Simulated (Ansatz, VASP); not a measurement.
## One calculation of Se, two programs

Contents of INCAR:

```
SYSTEM = Se
ALGO = Normal
EDIFF = 1E-6
EDIFFG = -0.01
ENCUT = 600
GGA = PS
IBRION = 2
ISIF = 3
ISMEAR = 0
LASPH = .True.
LCHARG = .False.
LREAL = .False.
LWAVE = .False.
NELM = 80
NSW = 100
PREC = Accurate
SIGMA = 0.1
```

KPOINTS

```
k-points
0
Gamma
  21 21 20
  0 0 0
```

The input POSCAR:

```
Se
1.0
    2.9500939775      0.0000000000      0.0000000000
   -1.4750469888      2.5548563281      0.0000000000
    0.0000000000      0.0000000000      2.7219101699
Se
1
Direct
    0.0000000000      0.0000000000      0.0000000000
```

Input for Ansatz:

```yaml
crystal:
  lattice:
    - [2.9500939775, 0.0, 0.0]
    - [-1.4750469888, 2.5548563281, 0.0]
    - [0.0, 0.0, 2.7219101699]
  atoms:
    - { symbol: Se, position: [0.0, 0.0, 0.0] }
basis:
  ecutwfc: 420
kpoints:
  mp_grid: { grid: [21, 21, 20] }
hamiltonian:
  xc: pbesol
scf:
  occupations: { method: gaussian, width: 0.1 }
output:
  forces: true
  stress: true
  eigenvalues: true
relax:
  adjacent_minimum: "off"
  f_tol: 0.01
  max_steps: 80
  cell: { stress_tol: 0.05 }
```

Alike in both runs: task relaxation of cell and atoms; functional PBEsol; k mesh 21 × 21 × 20; occupations gaussian, width 0.1 eV; no spin polarisation.

|  | VASP | Ansatz |
| --- | --- | --- |
| version | VASP 6.6.1 | Ansatz 0.2.0 |
| potentials or method | VASP PAW PBE potentials, release 64 (Se), cutoff 600 eV | scalar-relativistic, plane waves, PAW |
| valence electrons in the cell | 6 | 16 |

|  | VASP | Ansatz | Ansatz less VASP |
| --- | --- | --- | --- |
| gap on the k mesh at the Fermi level, each at its own relaxed structure (eV) | none | none | - |
| relaxed volume (Å³/atom) | 21.00 | 20.97 | -0.027 |
| relaxed cell length with the largest relative difference (Å) | 2.606 | 2.603 | -0.0022 |

VASP's potentials were made for PBE, not for PBEsol. A gap of «none» marks a metal or a gap that the smearing closes. VASP's potentials hold 6 valence electrons a cell and Ansatz's 16, so a difference there can come from the potentials and not from the codes.
